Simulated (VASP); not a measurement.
Here is a VASP 6.6.1 calculation.

File INCAR:

```
ALGO     = Normal         # electronic algorithm
EDIFF    = 1E-7           # SCF threshold, eV
ENCUT    = 520            # plane-wave cutoff, eV
GGA      = PS             # functional
ISIF     = 2              # what is computed and relaxed
ISMEAR   = -1             # smearing method
LASPH    = T              # aspherical terms in the spheres
LCHARG   = F              # write CHGCAR
LREAL    = F              # projectors in reciprocal space
LWAVE    = F              # write WAVECAR
NBANDS   = 12             # bands
NELM     = 60             # most SCF steps
PREC     = Accurate       # precision mode
SIGMA    = 0.1            # smearing width, eV
```

KPOINTS

```
k-points
0
Gamma
  12 12 12
```

POSCAR

```
Ti
1.0
    0.0000000000      2.0567135898      2.0567135898
    2.0567135898      0.0000000000      2.0567135898
    2.0567135898      2.0567135898      0.0000000000
Ti
1
Direct
    0.0000000000      0.0000000000      0.0000000000
```

Potentials or basis: VASP PAW PBE potentials, release 64 (Ti_sv).

Command:

```sh
$ cat potpaw_PBE.64/Ti_sv/POTCAR > POTCAR
$ mpirun -np 1 vasp_std > vasp.out
```

Question: What does it give for the band gap on the k mesh?

Answer: Zero (band 6 reaches 8.95 eV, above the bottom of band 7 at 7.70 eV).

Question: Predict the pressure.

Answer: -4.5 GPa.

Caveat: the PAW data sets were made with another functional, which shifts forces and pressure a little.
